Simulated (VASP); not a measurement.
# HfO2 (Fm-3m) in VASP: single point with PBEsol

Aim: the single point of HfO2 with PBEsol.

Program: VASP 6.6.1. These are calculated values, not measurements. Logs are shortened: lines on timing, memory, paths and dates and some standing lists are left out, and cuts for length are marked.

**1. The cell of the first run**

It takes space group Fm-3m (No. 225, cubic). Conventional cell: a = 5.115 Å, b = 5.115 Å, c = 5.115 Å, α = 90.00°, β = 90.00°, γ = 90.00°. Hf (site symmetry m-3m) has 8 O at 2.21 Å within 2.9 Å. O (site symmetry -43m) has 4 Hf at 2.21 Å and 6 O at 2.56 Å within 2.9 Å.

**2. Single point, PBEsol**

INCAR reads:

```
ALGO = Normal
EDIFF = 1E-6
ENCUT = 600
GGA = PS
GGA_COMPAT = False
ISIF = 2
ISMEAR = -1
LASPH = True
LCHARG = False
LREAL = False
LWAVE = False
NBANDS = 18
NELM = 120
PREC = Accurate
SIGMA = 0.02
```

KPOINTS reads:

```
k-points
0
Gamma
  7 7 7
```

POSCAR reads:

```
HfO2
1.0
    0.0000000000      2.5575000000      2.5575000000
    2.5575000000      0.0000000000      2.5575000000
    2.5575000000      2.5575000000      0.0000000000
Hf O
1 2
Direct
    0.0000000000      0.0000000000      0.0000000000
    0.2500000000      0.2500000000      0.2500000000
    0.7500000000      0.7500000000      0.7500000000
```

Potentials or basis: VASP PAW PBE potentials, release 64 (Hf_pv, O).

On the command line:

```
$ cat potpaw_PBE.64/Hf_pv/POTCAR potpaw_PBE.64/O/POTCAR > POTCAR
$ mpirun -np 1 vasp_std > vasp.out
```

OUTCAR:

```text
EDIFF = 1E-6
   ENCUT = 600
   GGA = PS
   ISIF = 2
   ISMEAR = -1
   LASPH = True
   LREAL = False
   NELM = 120
   PREC = Accurate

 ion  position               nearest neighbor table
   1  0.000  0.000  0.000-   3 2.21   3 2.21   3 2.21   2 2.21   3 2.21   2 2.21   2 2.21   2 2.21

   2  0.250  0.250  0.250-   1 2.21   1 2.21   1 2.21   1 2.21
   3  0.750  0.750  0.750-   1 2.21   1 2.21   1 2.21   1 2.21

  LATTYP: Found a face centered cubic cell.
 ALAT       =     5.1150000000

  Lattice vectors:

 A1 = (   0.0000000000,   2.5575000000,   2.5575000000)
 A2 = (   2.5575000000,   0.0000000000,   2.5575000000)
 A3 = (   2.5575000000,   2.5575000000,   0.0000000000)

Analysis of symmetry for initial positions (statically):
=====================================================================
 Subroutine PRICEL returns:
 Original cell was already a primitive cell.

 Routine SETGRP: Setting up the symmetry group for a
 face centered cubic supercell.

 Subroutine GETGRP returns: Found 48 space group operations
 (whereof 48 operations were pure point group operations)
 out of a pool of 48 trial point group operations.

The static configuration has the point symmetry O_h .

Analysis of symmetry for dynamics (positions and initial velocities):
=====================================================================
 Subroutine PRICEL returns:
 Original cell was already a primitive cell.

 Routine SETGRP: Setting up the symmetry group for a
 face centered cubic supercell.

 Subroutine GETGRP returns: Found 48 space group operations
 (whereof 48 operations were pure point group operations)
 out of a pool of 48 trial point group operations.

The dynamic configuration has the point symmetry O_h .

 Subroutine INISYM returns: Found 48 space group operations
 (whereof 48 operations are pure point group operations),
 and found     1 'primitive' translations

----------------------------------------------------------------------------------------

                                     Primitive cell

  volume of cell :      33.4562

  direct lattice vectors                    reciprocal lattice vectors
     0.000000000  2.557500000  2.557500000    -0.195503421  0.195503421  0.195503421
[... 77 lines left out ...]
   ISPIN  =      1    spin polarized calculation?
   LNONCOLLINEAR =      F non collinear calculations
   LSORBIT =      F    spin-orbit coupling
   LASPH  =      T    aspherical Exc in radial PAW
   ENCUT  =  600.0 eV  44.10 Ry    6.64 a.u.   7.22  7.22  7.22*2*pi/ulx,y,z
   NELM   =    120;   NELMIN=  2; NELMDL= -5     # of ELM steps
   EDIFF  = 0.1E-05   stopping-criterion for ELM
   LREAL  =      F    real-space projection
   EDIFFG = 0.1E-04   stopping-criterion for IOM
   NSW    =      0    number of steps for IOM
   IBRION =     -1    ionic relax: 0-MD 1-quasi-New 2-CG
   NFREE  =      0    steps in history (QN), initial steepest desc. (CG)
   ISIF   =      2    stress and relaxation
   ISYM   =      2    0-nonsym 1-usesym 2-fastsym
   POTIM  = 0.5000    time-step for ionic-motion
   TEBEG  =    0.0;   TEEND  =   0.0 temperature during run
   PSTRESS=    0.0 pullay stress
   NELECT =      22.0000    total number of electrons
   NUPDOWN=      -1.0000    fix difference up-down
   EMIN   =  10.00;   EMAX   =-10.00  energy-range for DOS
   EFERMI =   0.00;   METHOD = LEGACY
   ISMEAR =    -1;   SIGMA  =   0.02  broadening in eV -4-tet -1-fermi 0-gaus
   EFERMI_NEDOS =   21; number of points for ismear=-14 and -15
   IALGO  =     38    algorithm
   IMIX   =      4    mixing-type and parameters
     AMIX     =   0.40;   BMIX     =  1.00
     AMIX_MAG =   1.60;   BMIX_MAG =  1.00
  volume/ion in A,a.u.               =      11.15        75.26
  Fermi-wavevector in a.u.,A,eV,Ry     =   1.423607  2.690227 27.574337  2.026657
  Thomas-Fermi vector in A             =   2.544186
   LORBIT       =      0    0 simple, 1 ext, 2 COOP (PROOUT), +10 PAW based schemes
   GGA     = PS    functional components
   LHFCALC =     F    Hartree Fock is set to
   AEXX    =    0.0000 exact exchange contribution
   IVDW    =     0    specifies the selected vdW correction
   LEPSILON=     F    determine dielectric tensor
   LRPA    =     F    only Hartree local field effects (RPA)
 non-spin polarized calculation
  energy-cutoff  :      600.00
  volume of cell :       33.46
 maximum number of plane-waves:      1139
 NGX is ok and might be reduce to    30
   NGX = 15   NGY = 15   NGZ = 15

 number of electron      21.9999993 magnetization

 Free energy of the ion-electron system (eV)
  ---------------------------------------------------
  ext. energy  EPLUGINS =         0.00000000
  ---------------------------------------------------
  free energy    TOTEN  =       -31.56317639 eV

  energy without entropy =      -31.56317639  energy(sigma->0) =      -31.56317639

 E-fermi :   4.3016     XC(G=0): -11.9634

 val. band max:        3.8162395142   @ k =  -0.4286   0.4286   0.0000
 cond. band min:       7.6038562789   @ k =   0.4286   0.4286   0.0000
 fundamental gap:      3.7876167647
 Fermi energy:         4.3016464390

 k-point     1 :       0.0000    0.0000    0.0000
  band No.  band energies     occupation
      1     -25.8412      2.00000
      2     -25.8412      2.00000
      3     -25.8412      2.00000
      4     -14.6169      2.00000
      5     -11.6521      2.00000
      6      -1.3337      2.00000
[... 397 lines left out ...]
      5     -12.6692      2.00000
      6      -1.4704      2.00000
[... 10 lines left out ...]
     17      16.0872      0.00000
     18      17.0295      0.00000

------------------------ aborting loop because EDIFF is reached ----------------------------------------

  FORCE on cell =-STRESS in cart. coord.  units (eV):
  Direction    XX          YY          ZZ          XY          YZ          ZX
  --------------------------------------------------------------------------------------
  -------------------------------------------------------------------------------------
  Total       -2.8697713     -2.8697713     -2.8697713     -0.0000000      0.0000000     -0.0000000
  in kB     -137.4298106   -137.4298106   -137.4298106     -0.0000000      0.0000000     -0.0000000
  external PRESSURE =    -137.4298106 kB  Pullay stress =       0.0000000 kB

 VOLUME and BASIS-vectors are now :
 -----------------------------------------------------------------------------
  energy-cutoff  :      600.00
  volume of cell :       33.46
      direct lattice vectors                 reciprocal lattice vectors
     0.000000000  2.557500000  2.557500000    -0.195503421  0.195503421  0.195503421
     2.557500000  0.000000000  2.557500000     0.195503421 -0.195503421  0.195503421
     2.557500000  2.557500000  0.000000000     0.195503421  0.195503421 -0.195503421

 POSITION                                       TOTAL-FORCE (eV/Angst)
 -----------------------------------------------------------------------------------
      0.00000      0.00000      0.00000         0.000000     -0.000000      0.000000
      1.27875      1.27875      1.27875         0.000000      0.000000      0.000000
      3.83625      3.83625      3.83625        -0.000000     -0.000000     -0.000000
 -----------------------------------------------------------------------------------
    total drift:                                0.000000     -0.000000      0.000000

  FREE ENERGIE OF THE ION-ELECTRON SYSTEM (eV)
  ---------------------------------------------------
  free  energy   TOTEN  =       -31.5631763942 eV

  energy  without entropy=      -31.5631763942  energy(sigma->0) =      -31.56317639
```

OSZICAR:

```text
N       E                     dE             d eps       ncg     rms          rms(c)
DAV:   1     0.103183221831E+03    0.10318E+03   -0.13774E+04   720   0.135E+03
DAV:   2    -0.322042502416E+02   -0.13539E+03   -0.12968E+03   964   0.301E+02
DAV:   3    -0.368394788007E+02   -0.46352E+01   -0.46212E+01   814   0.493E+01
DAV:   4    -0.368664378261E+02   -0.26959E-01   -0.26954E-01   918   0.426E+00
DAV:   5    -0.368665955265E+02   -0.15770E-03   -0.15770E-03   810   0.304E-01    0.464E+01
DAV:   6    -0.317647586591E+02    0.51018E+01   -0.18611E+01   738   0.302E+01    0.404E+01
DAV:   7    -0.316218239584E+02    0.14293E+00   -0.67524E-01   812   0.680E+00    0.281E+01
DAV:   8    -0.315877727091E+02    0.34051E-01   -0.32991E-01   780   0.508E+00    0.890E+00
DAV:   9    -0.315632144083E+02    0.24558E-01   -0.69636E-02   754   0.224E+00    0.287E+00
DAV:  10    -0.315631745727E+02    0.39836E-04   -0.31552E-03   856   0.421E-01    0.127E-01
DAV:  11    -0.315631716514E+02    0.29212E-05   -0.16446E-04   780   0.106E-01    0.183E-01
DAV:  12    -0.315631759608E+02   -0.43094E-05   -0.20731E-05   822   0.319E-02    0.479E-03
DAV:  13    -0.315631763942E+02   -0.43341E-06   -0.60859E-07   648   0.613E-03
   1 F= -.31563176E+02 E0= -.31563176E+02  d E =-.101878E-11
```

It took 19 s on 1 thread of Intel Xeon 6975P-C, shared host; peak memory 0.17 GiB.

Results:

| Property | Result |
| --- | --- |
| Free energy | -31.5632 eV |
| Pressure | -13.7 GPa |
| Band gap on the k mesh | 3.79 eV, indirect (least direct gap 3.96 eV) |

Caveat: the PAW data sets were made with another functional, which shifts forces and pressure a little; spin-orbit coupling is left out, which moves the levels of the heavy elements. PBEsol gaps usually lie below the measured ones, often by a third to a half.
